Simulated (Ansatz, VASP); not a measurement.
**AlN in VASP and in Ansatz**

```
Al N
1.0
     0.00000    1.95639    1.95639
     1.95639    0.00000    1.95639
     1.95639    1.95639    0.00000
Al N
1 1
Direct
  0.50000 0.50000 0.50000
  0.00000 0.00000 0.00000
```

Alike in both runs: task single point; functional r2SCAN; k mesh 10 × 10 × 10; occupations gaussian, width 0.02 eV; no spin polarisation.

|  | VASP | Ansatz |
| --- | --- | --- |
| version | VASP 6.6.1 | Ansatz 0.2.0 |
| potentials or method | VASP PAW PBE potentials, release 64 (Al, N), cutoff 660 eV | scalar-relativistic, plane waves, PAW |
| valence electrons in the cell | 8 | 8 |

VASP gave:

```
gap on the k mesh at the Fermi level (eV) : 5.80
least direct gap on the mesh (eV)         : 8.07
```

Problem. Estimate Ansatz's values.

Solution. gap on the k mesh at the Fermi level (eV): 5.84; least direct gap on the mesh (eV): 8.01.

VASP's potentials were made for PBE, not for r2SCAN. The functional is the same, so the differences come from potentials, cutoffs and numerics.
